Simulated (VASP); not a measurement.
# BN in VASP: further runs

The runs below take BN through relaxation of the atoms, with PBE+D3(BJ).

Everything below comes from runs of VASP 6.6.1. Logs are shortened: lines on timing, memory, paths and dates and some standing lists are left out, and cuts for length are marked.

### Step 1. The cell of the first run

The cell holds a slab with vacuum, 2 atoms: a = 2.609 Å, b = 2.609 Å, c = 26.000 Å, α = 90.00°, β = 90.00°, γ = 60.00°.

### Step 2. Relaxation of the atoms, PBE+D3(BJ) (biaxial strain +0.040)

INCAR reads:

```
PREC = Accurate
ENCUT = 520
EDIFF = 1E-6
ISMEAR = 0
SIGMA = 0.02
LREAL = False
LASPH = True
NELM = 80
ALGO = Normal
ISIF = 2
LWAVE = False
LCHARG = False
LDIPOL = True
IDIPOL = 3
DIPOL = 0.5 0.5 0.500
GGA = PE
IVDW = 12
IBRION = 2
NSW = 60
EDIFFG = -0.01
```

KPOINTS reads:

```
regular mesh
0
Gamma
  10 10 1
```

POSCAR reads:

```
BN
1.0
    2.6091043792      0.0014944652      0.0000000000
    1.3032425477      2.2603067838      0.0000000000
    0.0000000000      0.0000000000     26.0000000000
B N
1 1
Direct
    0.4999824916      0.4999824916      0.5000000000
    0.8333175184      0.8333175184      0.5000000000
```

Potentials or basis: VASP PAW PBE potentials, release 64 (B, N).

Run with:

```sh
> cat potpaw_PBE.64/B/POTCAR potpaw_PBE.64/N/POTCAR > POTCAR
> mpirun -np 1 vasp_std > vasp.out
```

OUTCAR:

```text
PREC = Accurate
   ENCUT = 520
   EDIFF = 1E-6
   ISMEAR = 0
   LREAL = False
   LASPH = True
   NELM = 80
   ISIF = 2
   GGA = PE
   IVDW = 12
   IBRION = 2
   NSW = 60
   EDIFFG = -0.01
 IVDW          = 12

 ion  position               nearest neighbor table
   1  0.500  0.500  0.500-   2 1.51   2 1.51   2 1.51
   2  0.833  0.833  0.500-   1 1.51   1 1.51   1 1.51

  LATTYP: Found a hexagonal cell.
 ALAT       =     2.6091048072
 C/A-ratio  =     9.9651037122

  Lattice vectors:

 A1 = (  -1.3032425477,  -2.2603067838,   0.0000000000)
 A2 = (   2.6091043792,   0.0014944652,   0.0000000000)
 A3 = (   0.0000000000,   0.0000000000,  26.0000000000)

Analysis of symmetry for initial positions (statically):
=====================================================================
 Subroutine PRICEL returns:
 Original cell was already a primitive cell.

 Routine SETGRP: Setting up the symmetry group for a
 hexagonal supercell.

 Subroutine GETGRP returns: Found 12 space group operations
 (whereof  4 operations were pure point group operations)
 out of a pool of 24 trial point group operations.

The static configuration has the point symmetry C_2v.
 The point group associated with its full space group is D_3h.

Analysis of symmetry for dynamics (positions and initial velocities):
=====================================================================
 Subroutine PRICEL returns:
 Original cell was already a primitive cell.

 Routine SETGRP: Setting up the symmetry group for a
 hexagonal supercell.

 Subroutine GETGRP returns: Found 12 space group operations
 (whereof  4 operations were pure point group operations)
 out of a pool of 24 trial point group operations.

The dynamic configuration has the point symmetry C_2v.
 The point group associated with its full space group is D_3h.

 Subroutine INISYM returns: Found 12 space group operations
 (whereof  4 operations are pure point group operations),
 and found     1 'primitive' translations

----------------------------------------------------------------------------------------

                                     Primitive cell

  volume of cell :     153.2811

  direct lattice vectors                    reciprocal lattice vectors
     2.609104379  0.001494465  0.000000000     0.383399903 -0.221059845  0.000000000
     1.303242548  2.260306784  0.000000000    -0.000253496  0.442563980  0.000000000
     0.000000000  0.000000000 26.000000000     0.000000000  0.000000000  0.038461538

  length of vectors
     2.609104807  2.609104807 26.000000000     0.442564053  0.442564053  0.038461538

  position of ions in fractional coordinates (direct lattice)
     0.499982492  0.499982492  0.500000000
     0.833317518  0.833317518  0.500000000

  ion indices of the primitive-cell ions
   primitive index   ion index
                 1           1
                 2           2

----------------------------------------------------------------------------------------

 KPOINTS: regular mesh

Automatic generation of k-mesh.
 Grid dimensions read from file:
 generate k-points for:   10   10    1

 Generating k-lattice:

  Cartesian coordinates                     Fractional coordinates (reciprocal lattice)
     0.038339990 -0.022105984  0.000000000     0.100000000  0.000000000  0.000000000
    -0.000025350  0.044256398  0.000000000    -0.000000000  0.100000000  0.000000000
     0.000000000  0.000000000  0.038461538     0.000000000  0.000000000  1.000000000

  Length of vectors
     0.044256405  0.044256405  0.038461538

  Shift w.r.t. Gamma in fractional coordinates (k-lattice)
     0.000000000  0.000000000  0.000000000

 Subroutine IBZKPT returns following result:
 ===========================================

 Found     14 irreducible k-points:

 Following reciprocal coordinates:
            Coordinates               Weight
  0.000000  0.000000  0.000000      1.000000
  0.100000  0.000000  0.000000      6.000000
  0.200000  0.000000  0.000000      6.000000
  0.300000  0.000000  0.000000      6.000000
  0.400000  0.000000  0.000000      6.000000
  0.500000  0.000000  0.000000      3.000000
  0.200000  0.100000  0.000000      6.000000
  0.300000  0.100000  0.000000     12.000000
  0.400000  0.100000  0.000000     12.000000
  0.500000  0.100000  0.000000     12.000000
  0.400000  0.200000  0.000000      6.000000
  0.500000  0.200000  0.000000     12.000000
 -0.400000  0.200000  0.000000      6.000000
 -0.400000  0.300000  0.000000      6.000000
   k-points           NKPTS =     14   k-points in BZ     NKDIM =     14   number of bands    NBANDS=      8
   number of dos      NEDOS =    301   number of ions     NIONS =      2
   total plane-waves  NPLWV =  78400
   dimension x,y,z NGX =    20 NGY =   20 NGZ =  196
   dimension x,y,z NGXF=    40 NGYF=   40 NGZF=  392
   ions per type =               1   1
   NGX,Y,Z   is equivalent  to a cutoff of  12.74, 12.74, 12.53 a.u.
   NGXF,Y,Z  is equivalent  to a cutoff of  25.49, 25.49, 25.06 a.u.
 SYSTEM =  unknown system
   PREC   = accura    normal or accurate (medium, high low for compatibility)
   ISTART =      0    job   : 0-new  1-cont  2-samecut
   ICHARG =      2    charge: 1-file 2-atom 10-const
   ISPIN  =      1    spin polarized calculation?
   LNONCOLLINEAR =      F non collinear calculations
   LSORBIT =      F    spin-orbit coupling
   LASPH  =      T    aspherical Exc in radial PAW
   ENCUT  =  520.0 eV  38.22 Ry    6.18 a.u.   4.85  4.85 48.34*2*pi/ulx,y,z
   NELM   =     80;   NELMIN=  2; NELMDL= -5     # of ELM steps
   EDIFF  = 0.1E-05   stopping-criterion for ELM
   LREAL  =      F    real-space projection
   EDIFFG = -.1E-01   stopping-criterion for IOM
   NSW    =     60    number of steps for IOM
   IBRION =      2    ionic relax: 0-MD 1-quasi-New 2-CG
   NFREE  =      1    steps in history (QN), initial steepest desc. (CG)
   ISIF   =      2    stress and relaxation
   ISYM   =      2    0-nonsym 1-usesym 2-fastsym
   POTIM  = 0.5000    time-step for ionic-motion
   TEBEG  =    0.0;   TEEND  =   0.0 temperature during run
   PSTRESS=    0.0 pullay stress
   NELECT =       8.0000    total number of electrons
   NUPDOWN=      -1.0000    fix difference up-down
   EMIN   =  10.00;   EMAX   =-10.00  energy-range for DOS
   EFERMI =   0.00;   METHOD = LEGACY
   ISMEAR =     0;   SIGMA  =   0.02  broadening in eV -4-tet -1-fermi 0-gaus
   EFERMI_NEDOS =   21; number of points for ismear=-14 and -15
   IALGO  =     38    algorithm
   IMIX   =      4    mixing-type and parameters
     AMIX     =   0.40;   BMIX     =  1.00
     AMIX_MAG =   1.60;   BMIX_MAG =  1.00
  volume/ion in A,a.u.               =      76.64       517.20
  Fermi-wavevector in a.u.,A,eV,Ry     =   0.611799  1.156132  5.092629  0.374298
  Thomas-Fermi vector in A             =   1.667855
   LORBIT       =      0    0 simple, 1 ext, 2 COOP (PROOUT), +10 PAW based schemes
   GGA     = PE    functional components
   LHFCALC =     F    Hartree Fock is set to
   AEXX    =    0.0000 exact exchange contribution
   IVDW    =    12    specifies the selected vdW correction
   LEPSILON=     F    determine dielectric tensor
   LRPA    =     F    only Hartree local field effects (RPA)
 conjugate gradient relaxation of ions
 non-spin polarized calculation
 Gauss-broadening in eV      SIGMA  =   0.02
  energy-cutoff  :      520.00
  volume of cell :      153.28
 maximum number of plane-waves:      4169
   NGX =  9   NGY =  9   NGZ = 97

 dipolmoment           0.000000      0.000000      0.000000 electrons x Angstroem

 number of electron       8.0000000 magnetization

 dipolmoment           0.000000      0.000000     -0.000000 electrons x Angstroem

 Free energy of the ion-electron system (eV)
  ---------------------------------------------------
  ext. energy  EPLUGINS =         0.00000000
  ---------------------------------------------------
  free energy    TOTEN  =       -17.43969606 eV

  energy without entropy =      -17.43969606  energy(sigma->0) =      -17.43969606

 E-fermi :  -5.0153     XC(G=0):  -1.6113

 val. band max:       -5.1281247202   @ k =  -0.4000   0.3000   0.0000
 cond. band min:      -0.4662516041   @ k =  -0.4000   0.3000   0.0000
 fundamental gap:      4.6618731161
 Fermi energy:        -5.0153320556

 k-point     1 :       0.0000    0.0000    0.0000
  band No.  band energies     occupation
      1     -21.9264      2.00000
      2      -9.6125      2.00000
      3      -6.4323      2.00000
      4      -6.4321      2.00000
      5      -0.2029      0.00000
      6       0.7407      0.00000
      7       1.0261      0.00000
      8       1.4833      0.00000

 k-point     2 :       0.1000    0.0000    0.0000
  band No.  band energies     occupation
      1     -21.7518      2.00000
      2      -9.3801      2.00000
      3      -7.1850      2.00000
      4      -6.7512      2.00000
      5       0.1126      0.00000
      6       1.0181      0.00000
      7       1.3214      0.00000
      8       1.7690      0.00000

 k-point     3 :       0.2000    0.0000    0.0000
  band No.  band energies     occupation
      1     -21.2446      2.00000
      2      -8.9443      2.00000
      3      -8.7004      2.00000
      4      -7.4744      2.00000
      5       0.9862      0.00000
      6       1.8054      0.00000
      7       2.2043      0.00000
      8       2.6014      0.00000

 k-point     4 :       0.3000    0.0000    0.0000
  band No.  band energies     occupation
      1     -20.4715      2.00000
      2     -10.9573      2.00000
      3      -8.2164      2.00000
      4      -7.6433      2.00000
      5       2.0359      0.00000
      6       2.3005      0.00000
      7       3.6303      0.00000
      8       3.6627      0.00000

 k-point     5 :       0.4000    0.0000    0.0000
  band No.  band energies     occupation
      1     -19.6264      2.00000
      2     -12.6536      2.00000
      3      -8.7340      2.00000
      4      -6.4284      2.00000
      5       0.4564      0.00000
      6       3.4132      0.00000
      7       5.0368      0.00000
      8       5.4792      0.00000

 k-point     6 :       0.5000    0.0000    0.0000
  band No.  band energies     occupation
      1     -19.1998      2.00000
      2     -13.3792      2.00000
      3      -8.9168      2.00000
      4      -5.7616      2.00000
      5      -0.4253      0.00000
      6       3.5789      0.00000
      7       6.9990      0.00000
      8       7.4591      0.00000

 k-point     7 :       0.2000    0.1000    0.0000
  band No.  band energies     occupation
      1     -21.4105      2.00000
      2      -8.9236      2.00000
      3      -8.3264      2.00000
      4      -7.3871      2.00000
      5       0.7113      0.00000
      6       1.5555      0.00000
      7       1.9109      0.00000
      8       2.3310      0.00000

 k-point     8 :       0.3000    0.1000    0.0000
  band No.  band energies     occupation
      1     -20.7659      2.00000
      2     -10.0486      2.00000
      3      -8.2896      2.00000
      4      -8.0502      2.00000
      5       1.8454      0.00000
      6       2.2959      0.00000
      7       3.0869      0.00000
      8       3.2655      0.00000

 k-point     9 :       0.4000    0.1000    0.0000
  band No.  band energies     occupation
      1     -19.9337      2.00000
      2     -11.8372      2.00000
      3      -9.0097      2.00000
      4      -6.8837      2.00000
      5       1.2053      0.00000
      6       3.3623      0.00000
      7       4.6511      0.00000
      8       4.8135      0.00000

 k-point    10 :       0.5000    0.1000    0.0000
  band No.  band energies     occupation
      1     -19.2339      2.00000
      2     -13.0780      2.00000
      3      -9.3939      2.00000
      4      -5.8251      2.00000
      5      -0.1793      0.00000
      6       4.2774      0.00000
      7       6.2627      0.00000
      8       6.8019      0.00000

 k-point    11 :       0.4000    0.2000    0.0000
  band No.  band energies     occupation
      1     -20.0476      2.00000
      2     -11.2385      2.00000
      3      -9.4949      2.00000
      4      -7.0494      2.00000
      5       1.5615      0.00000
      6       3.2603      0.00000
      7       4.3798      0.00000
      8       4.5578      0.00000

 k-point    12 :       0.5000    0.2000    0.0000
  band No.  band energies     occupation
      1     -19.2868      2.00000
      2     -12.3801      2.00000
      3     -10.3488      2.00000
      4      -5.9215      2.00000
      5       0.2484      0.00000
      6       5.0527      0.00000
      7       6.2055      0.00000
      8       6.5803      0.00000

 k-point    13 :      -0.4000    0.2000    0.0000
  band No.  band energies     occupation
      1     -18.9183      2.00000
      2     -12.9146      2.00000
      3     -10.6268      2.00000
      4      -5.3184      2.00000
      5      -0.4462      0.00000
      6       6.0276      0.00000
      7       7.4822      0.00000
      8       7.7074      0.00000

 k-point    14 :      -0.4000    0.3000    0.0000
  band No.  band energies     occupation
      1     -18.8025      2.00000
      2     -12.4327      2.00000
      3     -11.5346      2.00000
      4      -5.1281      2.00000
      5      -0.4663      0.00000
      6       6.8693      0.00000
      7       7.0903      0.00000
      8       8.2944      0.00000

------------------------ aborting loop because EDIFF is reached ----------------------------------------

 vacuum level on the upper side and lower side of the slab       (xc-potential included)        -0.009        -0.009

 Edisp (eV)   -0.14233

 E8    (eV) :    -0.0457

  FORCE on cell =-STRESS in cart. coord.  units (eV):
  Direction    XX          YY          ZZ          XY          YZ          ZX
  --------------------------------------------------------------------------------------
  -------------------------------------------------------------------------------------
  Total      -4.31184    -4.31187    -0.01675     0.00003    -0.00000     0.00000
  in kB     -45.06963   -45.06999    -0.17503     0.00031    -0.00000     0.00000
  external pressure =      -30.10 kB  Pullay stress =        0.00 kB

 VOLUME and BASIS-vectors are now :
 -----------------------------------------------------------------------------
  energy-cutoff  :      520.00
  volume of cell :      153.28
      direct lattice vectors                 reciprocal lattice vectors
     2.609104379  0.001494465  0.000000000     0.383399903 -0.221059845  0.000000000
     1.303242548  2.260306784  0.000000000    -0.000253496  0.442563980  0.000000000
     0.000000000  0.000000000 26.000000000     0.000000000  0.000000000  0.038461538

 POSITION                                       TOTAL-FORCE (eV/Angst)
 -----------------------------------------------------------------------------------
      1.95610      1.13086     13.00000        -0.000000      0.000000      0.000000
      3.26023      1.88480     13.00000         0.000000     -0.000000      0.000000
 -----------------------------------------------------------------------------------
    total drift:                               -0.003750     -0.002168      0.000000

  FREE ENERGIE OF THE ION-ELECTRON SYSTEM (eV)
  ---------------------------------------------------
  free  energy   TOTEN  =       -17.5820236623 eV

  energy  without entropy=      -17.5820236623  energy(sigma->0) =      -17.58202366

 reached required accuracy - stopping structural energy minimisation

 vacuum level on the upper side and lower side of the slab         0.978         0.978
```

Wall time 34 s (1 thread of Intel Xeon Platinum 8259CL at 2.50GHz (Skylake/Cascade Lake), shared host); peak memory 0.25 GiB.

Results:

```
Free energy                : -17.5820 eV
Band gap on the k mesh     : 4.66 eV
Dispersion energy per atom : -0.071 eV
```

Final structure:
```xyz
2
Lattice="2.6091 0.0015 0.0000 1.3032 2.2603 0.0000 0.0000 0.0000 26.0000" Properties=species:S:1:pos:R:3 pbc="T T T"
B     1.9561    1.1309   13.0000
N     3.2602    1.8848   13.0000
```

Levels at points of the mesh, in eV from the valence-band top:
```csv
k point,band 2,band 3,band 4,band 5,band 6,band 7
"(0.00, 0.00, 0.00)",-4.48,-1.30,-1.30,4.93,5.87,6.15
"(0.50, 0.00, 0.00)",-8.25,-3.79,-0.63,4.70,8.71,12.13
```

Caveat: the cell differs from its parent crystal (biaxial strain +0.040).

(Part 1 of 2 ends here.)
